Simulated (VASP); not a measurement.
Input of a VASP 6.6.1 run:

Contents of INCAR:

```
PREC = Accurate
ENCUT = 520
EDIFF = 1E-6
ISMEAR = 0
SIGMA = 0.05
LREAL = F
LASPH = T
NELM = 100
ALGO = Normal
ISIF = 2
LWAVE = F
LCHARG = T
GGA = PE
LELF = T
LVHAR = T
NBANDS = 12
```

Contents of KPOINTS:

```
regular mesh
0
Gamma
  8 8 8
```

Contents of POSCAR:

```
LiCl
1.0
    0.0000000000      2.5262886000      2.5262886000
    2.5262886000      0.0000000000      2.5262886000
    2.5262886000      2.5262886000      0.0000000000
Li Cl
1 1
Direct
    0.0000000000      0.0000000000      0.0000000000
    0.5000000000      0.5000000000      0.5000000000
```

Potentials or basis: VASP PAW PBE potentials, release 64 (Li_sv, Cl).

Launch:

```console
$ cat potpaw_PBE.64/Li_sv/POTCAR potpaw_PBE.64/Cl/POTCAR > POTCAR
$ mpirun -np 1 vasp_std > vasp.out
```

Question: Estimate the band gap on the k mesh.

Answer: 6.61 eV, direct.

Caveat: the cell differs from its parent crystal (strain -0.015 along x and y, -0.015 along z). A k mesh can miss the band edges.
